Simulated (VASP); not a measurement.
# TaBiO (P4/mmm) in VASP: notebook, part 2 of 2

VASP 6.6.1. The steps go on from the part before.

**3. Relaxation of cell and atoms, PBE**

This run uses another cell than the first one, of 18.10 Å³/atom.

File INCAR:

```
SYSTEM = TaBiO
ALGO = Normal
EDIFF = 1E-6
EDIFFG = -0.04
ENCUT = 600
GGA = PE
IBRION = 2
ISIF = 3
ISMEAR = 0
LASPH = .True.
LCHARG = .False.
LREAL = .False.
LWAVE = .False.
NELM = 60
NSW = 90
PREC = Accurate
SIGMA = 0.1
```

File KPOINTS:

```
k-points
0
Gamma
  6 6 4
  0 0 0
```

File POSCAR:

```
TaBiO
1.0
    3.0703274098      0.0000000000      0.0000000000
    0.0000000000      3.0703274098      0.0000000000
    0.0000000000      0.0000000000      5.7598506016
Ta Bi O
1 1 1
Direct
    0.5000000000      0.5000000000      0.5000000000
    0.0000000000      0.0000000000      0.0000000000
    0.0000000000      0.0000000000      0.5000000000
```

Potentials or basis: VASP PAW PBE potentials, release 64 (Ta_pv, Bi_d, O).

The run is started by

```
$ cat potpaw_PBE.64/Ta_pv/POTCAR potpaw_PBE.64/Bi_d/POTCAR potpaw_PBE.64/O/POTCAR > POTCAR
$ mpirun -np 1 vasp_std > vasp.out
```

OUTCAR:

```text
SYSTEM = TaBiO
   EDIFF = 1E-6
   EDIFFG = -0.04
   ENCUT = 600
   GGA = PE
   IBRION = 2
   ISIF = 3
   ISMEAR = 0
   LASPH = .True.
   LREAL = .False.
   NELM = 60
   NSW = 90
   PREC = Accurate

 ion  position               nearest neighbor table
   1  0.500  0.500  0.500-   3 2.17   3 2.17   3 2.17   3 2.17   2 3.61   2 3.61   2 3.61   2 3.61
                             2 3.61   2 3.61   2 3.61   2 3.61
   2  0.000  0.000  0.000-   3 2.88   3 2.88   1 3.61   1 3.61   1 3.61   1 3.61   1 3.61   1 3.61
                             1 3.61   1 3.61
   3  0.000  0.000  0.500-   1 2.17   1 2.17   1 2.17   1 2.17   2 2.88   2 2.88

  LATTYP: Found a simple tetragonal cell.
 ALAT       =     3.0703274098
 C/A-ratio  =     1.8759727654

  Lattice vectors:

 A1 = (   3.0703274098,   0.0000000000,   0.0000000000)
 A2 = (   0.0000000000,   3.0703274098,   0.0000000000)
 A3 = (   0.0000000000,   0.0000000000,   5.7598506016)

Analysis of symmetry for initial positions (statically):
=====================================================================
 Subroutine PRICEL returns:
 Original cell was already a primitive cell.

[... 174 lines left out ...]

------------------------ aborting loop because EDIFF is reached ----------------------------------------

  FORCE on cell =-STRESS in cart. coord.  units (eV):
  Direction    XX          YY          ZZ          XY          YZ          ZX
  --------------------------------------------------------------------------------------
  -------------------------------------------------------------------------------------
  Total       -1.2093787     -1.2093787      2.0504189      0.0000000      0.0000000     -0.0000000
  in kB      -35.6855419    -35.6855419     60.5023955      0.0000000      0.0000000     -0.0000000
  external PRESSURE =      -3.6228961 kB  Pullay stress =       0.0000000 kB
[... 98 lines left out ...]
--------------------------------------- Ionic step        4  -------------------------------------------

 number of electron      32.0000007 magnetization

 Free energy of the ion-electron system (eV)
  ---------------------------------------------------
  ext. energy  EPLUGINS =         0.00000000
  ---------------------------------------------------
  free energy    TOTEN  =       -22.02230077 eV

  energy without entropy =      -22.00636841  energy(sigma->0) =      -22.01433459

 E-fermi :   7.6634     XC(G=0): -11.2204

 val. band max:        7.6284863827   @ k =   0.1667   0.1667   0.2500
 cond. band min:       7.6886362785   @ k =   0.3333   0.0000   0.0000
 fundamental gap:      0.0601498958
 Fermi energy:         7.6633597481

 k-point     1 :       0.0000    0.0000    0.0000
  band No.  band energies     occupation
      1     -28.2516      2.00000
      2     -28.2516      2.00000
      3     -28.2285      2.00000
      4     -15.9348      2.00000
      5     -15.6515      2.00000
      6     -15.3627      2.00000
[... 541 lines left out ...]
     19       9.5838      0.00000
     20      12.6957      0.00000

 [... further k-points ...]
[... 5 lines left out ...]
  --------------------------------------------------------------------------------------
  -------------------------------------------------------------------------------------
  Total       -0.0562588     -0.0562588      0.0895227      0.0000000      0.0000000     -0.0000000
  in kB       -1.5933257     -1.5933257      2.5354069      0.0000000      0.0000000     -0.0000000
  external PRESSURE =      -0.2170815 kB  Pullay stress =       0.0000000 kB
[... 18 lines left out ...]
  FREE ENERGIE OF THE ION-ELECTRON SYSTEM (eV)
  ---------------------------------------------------
  free  energy   TOTEN  =       -22.0223007678 eV

  energy  without entropy=      -22.0063684123  energy(sigma->0) =      -22.01433459

 reached required accuracy - stopping structural energy minimisation
```

OSZICAR:

```text
N       E                     dE             d eps       ncg     rms          rms(c)
DAV:   1     0.339465906975E+03    0.33947E+03   -0.18971E+04  1200   0.207E+03
DAV:   2     0.735895489581E+01   -0.33211E+03   -0.31979E+03  1260   0.516E+02
DAV:   3    -0.233129701555E+02   -0.30672E+02   -0.29461E+02  1452   0.152E+02
DAV:   4    -0.246989972470E+02   -0.13860E+01   -0.13579E+01  1420   0.302E+01
[... 36 lines left out ...]
DAV:   5    -0.220223277091E+02    0.64952E-03   -0.39047E-03  1520   0.527E-01    0.199E-01
DAV:   6    -0.220223215132E+02    0.61958E-05   -0.13209E-03  1432   0.265E-01    0.494E-02
DAV:   7    -0.220223080924E+02    0.13421E-04   -0.27308E-04  1564   0.151E-01    0.252E-02
DAV:   8    -0.220223011352E+02    0.69572E-05   -0.23175E-05  1508   0.477E-02    0.627E-03
DAV:   9    -0.220223007678E+02    0.36739E-06   -0.46458E-06  1244   0.170E-02
   4 F= -.22022301E+02 E0= -.22014335E+02  d E =-.326471E-01
```

It took 61 s on 1 thread of Intel Xeon 6975P-C (Granite Rapids), shared host; peak memory 0.22 GiB.

Results:

| Item | Value |
| --- | --- |
| Free energy | -22.0223 eV |
| Relaxed volume | 18.86 Å³/atom |
| Relaxed cell | a = 3.032 Å, b = 3.032 Å, c = 6.153 Å, α = 90.00°, β = 90.00°, γ = 90.00° |
| Space group after relaxing (to 0.1 Å) | P4/mmm (No. 123) |
| Energy gained by relaxing | 28.1 meV/atom |
| Ionic steps | 4 |
| Pressure after relaxing | 0.0 GPa |
| Band gap on the k mesh | zero (bands 16 and 17 overlap by 2.85 eV) |

Step by step:
| step | energy change (eV) | largest force (eV/Å) | pressure (GPa) | volume (Å³) |
| --- | --- | --- | --- | --- |
| 1 | 0.0000 | 0.0000 | -0.36 | 54.30 |
| 2 | -0.0505 | 0.0000 | 4.46 | 53.93 |
| 3 | -0.0516 | 0.0000 | 3.80 | 53.98 |
| 4 | -0.0842 | 0.0000 | -0.02 | 56.57 |

Final structure:
```yaml
crystal:
  lattice:
    - [3.03223, 0.00000, 0.00000]
    - [0.00000, 3.03223, 0.00000]
    - [0.00000, 0.00000, 6.15281]
  atoms:
    - { symbol: Ta, position: [0.50000, 0.50000, 0.50000] }
    - { symbol: Bi, position: [0.00000, 0.00000, 0.00000] }
    - { symbol: O, position: [0.00000, 0.00000, 0.50000] }
```

Levels at points of the mesh, in eV from the Fermi level:
| k point | band 12 | band 13 | band 14 | band 15 | band 16 | band 17 | band 18 | band 19 | band 20 |
| --- | --- | --- | --- | --- | --- | --- | --- | --- | --- |
| (0.00, 0.00, 0.00) | -5.67 | -5.67 | -3.70 | -2.20 | -1.16 | 1.22 | 1.22 | 1.67 | 1.71 |
| (0.50, 0.00, 0.00) | -8.17 | -7.27 | -5.78 | -0.14 | 0.52 | 1.73 | 1.75 | 1.95 | 2.20 |
| (0.50, 0.50, 0.00) | -6.64 | -5.61 | -3.08 | -3.08 | -1.79 | -1.79 | -0.28 | 2.78 | 3.47 |
| (0.00, 0.00, 0.50) | -5.67 | -5.67 | -5.12 | -3.70 | 1.06 | 1.06 | 1.55 | 1.71 | 3.36 |
| (0.50, 0.00, 0.50) | -8.17 | -6.43 | -5.63 | -1.28 | -1.21 | 1.22 | 1.73 | 1.92 | 5.03 |
| (0.50, 0.50, 0.50) | -6.60 | -4.97 | -3.70 | -3.70 | -0.72 | -0.72 | 0.12 | 1.70 | 2.64 |

Caveat: spin-orbit coupling is left out, which moves the levels of the heavy elements.

**4. Single point, PBE, collinear spin**

This run uses another cell than the first one, of 18.10 Å³/atom.

File INCAR:

```
SYSTEM = TaBiO
PREC = Accurate
ENCUT = 520
EDIFF = 1E-6
ISMEAR = 0
SIGMA = 0.1
LREAL = .False.
LASPH = .True.
NELM = 150
ALGO = Normal
ISIF = 2
LWAVE = .False.
LCHARG = .False.
ISPIN = 2
MAGMOM = 1 0 0
LORBIT = 11
LMAXMIX = 4
GGA = PE
NBANDS = 27
```

File KPOINTS:

```
Automatic mesh
0
Gamma
  4 4 6
  0 0 0
```

POSCAR is that of step 3.

The run is started by

```
$ cat potpaw_PBE.64/Ta_pv/POTCAR potpaw_PBE.64/Bi_d/POTCAR potpaw_PBE.64/O/POTCAR > POTCAR
$ mpirun -np 1 vasp_std > vasp.out
```

Wall time 27 s (1 thread of Intel Xeon 6975P-C (Granite Rapids), shared host); peak memory 0.22 GiB.

It converged, with:

```
Free energy                                           : -21.9376 eV
Pressure                                              : 0.2 GPa
Band gap on the k mesh                                : zero (filled and empty bands overlap)
Net moment                                            : 0.00 μB per cell
Valence electrons inside the program's atomic spheres : Ta 8.65; Bi 12.82; O 5.03
```

Stress tensor (GPa, compression positive):
```
0.23 0.00 0.00
0.00 0.23 0.00
0.00 0.00 0.15
```

Levels at points of the mesh, in eV from the Fermi level:
Spin up:
```tsv
k point	band 14	band 15	band 16	band 17	band 18	band 19
(0.00, 0.00, 0.00)	-3.53	-1.37	-0.42	1.17	1.17	1.47
(0.50, 0.00, 0.00)	-5.52	0.21	1.21	1.66	1.89	2.04
(0.50, 0.50, 0.00)	-2.77	-2.77	-1.74	-1.74	-0.40	3.22
(0.00, 0.00, 0.50)	-4.90	-3.54	0.90	0.90	1.42	1.64
(0.50, 0.00, 0.50)	-5.33	-1.06	-1.05	1.20	1.66	1.82
(0.50, 0.50, 0.50)	-3.76	-3.76	-0.08	-0.08	0.14	1.75
```
Spin down:
```
           k point  band 14  band 15  band 16  band 17  band 18  band 19
(0.00, 0.00, 0.00)    -3.53    -1.37    -0.42     1.17     1.17     1.47
(0.50, 0.00, 0.00)    -5.52     0.21     1.21     1.66     1.89     2.04
(0.50, 0.50, 0.00)    -2.77    -2.77    -1.74    -1.74    -0.40     3.22
(0.00, 0.00, 0.50)    -4.90    -3.54     0.90     0.90     1.42     1.64
(0.50, 0.00, 0.50)    -5.33    -1.06    -1.05     1.20     1.66     1.82
(0.50, 0.50, 0.50)    -3.76    -3.76    -0.08    -0.08     0.14     1.75
```

Caveat: the k points lie up to 0.51 Å⁻¹ apart, too coarse for converged energies and pressures of a metal; spin-orbit coupling is left out, which moves the levels of the heavy elements.

**5. Single point, PBE, collinear spin**

This run uses another cell than the first one, of 18.65 Å³/atom.

File INCAR:

```
PREC = Accurate
ENCUT = 520
EDIFF = 1E-6
ISMEAR = 0
SIGMA = 0.1
LREAL = False
LASPH = True
NELM = 150
ALGO = Normal
ISIF = 2
LWAVE = False
LCHARG = False
ISPIN = 2
MAGMOM = 1 0 0
LORBIT = 11
LMAXMIX = 4
GGA = PE
NBANDS = 27
```

File KPOINTS:

```
regular mesh
0
Gamma
  4 4 6
```

File POSCAR:

```
TaBiO
1.0
    4.2033949800      0.0000000000      0.0000000000
    0.0000000000      4.2033949800      0.0000000000
    0.0000000000      0.0000000000      3.1671227100
Ta Bi O
1 1 1
Direct
    0.5000000000      0.5000000000      0.5000000000
    0.0000000000      0.0000000000      0.0000000000
    0.0000000000      0.0000000000      0.5000000000
```

The run is started by

```
$ cat potpaw_PBE.64/Ta_pv/POTCAR potpaw_PBE.64/Bi_d/POTCAR potpaw_PBE.64/O/POTCAR > POTCAR
$ mpirun -np 1 vasp_std > vasp.out
```

It took 24 s on 1 thread of Intel Xeon 6975P-C (Granite Rapids), shared host; peak memory 0.21 GiB.

It converged, with:

```
Free energy                                           : -5.4447 eV
Pressure                                              : 82.1 GPa
Net moment                                            : 1.24 μB per cell
Site moments                                          : Ta +0.75; Bi +0.01; O +0.06 μB
Valence electrons inside the program's atomic spheres : Ta 8.60; Bi 13.98; O 5.63
```

Stress tensor (GPa, compression positive):
```
  1.22   0.00   0.00
  0.00   1.22   0.00
  0.00   0.00 243.84
```

Levels at points of the mesh, in eV from the Fermi level:
Spin up:
| k point | band 14 | band 15 | band 16 | band 17 | band 18 | band 19 |
| --- | --- | --- | --- | --- | --- | --- |
| (0.00, 0.00, 0.00) | -2.17 | -1.44 | -0.43 | -0.13 | 1.38 | 1.38 |
| (0.50, 0.00, 0.00) | -4.19 | -1.11 | -0.37 | 0.60 | 1.39 | 1.88 |
| (0.50, 0.50, 0.00) | -3.38 | -1.49 | -1.49 | 0.01 | 0.55 | 0.82 |
| (0.00, 0.00, 0.50) | -2.43 | -2.43 | -1.13 | -0.05 | 0.11 | 2.91 |
| (0.50, 0.00, 0.50) | -1.50 | -0.85 | -0.51 | 0.14 | 0.68 | 1.17 |
| (0.50, 0.50, 0.50) | -4.23 | -0.68 | 0.22 | 1.19 | 2.04 | 3.43 |
Spin down:
| k point | band 13 | band 14 | band 15 | band 16 | band 17 | band 18 |
| --- | --- | --- | --- | --- | --- | --- |
| (0.00, 0.00, 0.00) | -6.24 | -1.54 | -1.06 | 0.44 | 0.59 | 1.56 |
| (0.50, 0.00, 0.00) | -4.48 | -3.99 | -0.55 | 0.35 | 1.41 | 1.85 |
| (0.50, 0.50, 0.00) | -3.80 | -3.11 | -1.32 | -1.32 | 0.91 | 1.50 |
| (0.00, 0.00, 0.50) | -2.17 | -2.17 | -1.98 | -0.36 | 0.22 | 1.02 |
| (0.50, 0.00, 0.50) | -3.22 | -1.20 | -0.47 | 0.20 | 0.27 | 1.72 |
| (0.50, 0.50, 0.50) | -4.05 | -4.05 | 0.28 | 1.22 | 2.02 | 2.20 |

Caveat: the k points lie up to 0.37 Å⁻¹ apart; spin-orbit coupling is left out, which moves the levels of the heavy elements.

**6. Overview**

| task | spin | cell | k mesh | cutoff (eV) | gap on the mesh (eV) | pressure (GPa) | moment (μB) |
| --- | --- | --- | --- | --- | --- | --- | --- |
| single point | off | a = 3.030, b = 3.030, c = 6.173 Å, 3 atoms | 6 × 6 × 4 | 520 | none | 0.2 | - |
| relaxation of cell and atoms | off | relaxed from a = 3.070, b = 3.070, c = 5.760 Å, 3 atoms | 6 × 6 × 4 | 600 | none | 0.0 | - |
| single point | collinear | a = 3.070, b = 3.070, c = 5.760 Å, 3 atoms | 4 × 4 × 6 | 520 | none | 0.2 | 0.00 |
| single point | collinear | a = 4.203, b = 4.203, c = 3.167 Å, 3 atoms | 4 × 4 × 6 | 520 | none | 82.1 | 1.24 |

Alike in all rows: level PBE; potentials or basis VASP PAW PBE potentials, release 64 (Ta_pv, Bi_d, O); smearing gaussian 0.1 eV.

Caveats: some runs use coarse meshes; spin-orbit coupling is left out, which moves the levels of the heavy elements.

Total energies depend on the potentials used, so only differences within one code and one set of settings carry meaning.

The gap in the log of VASP goes by the Fermi energy; the results here count the filled bands.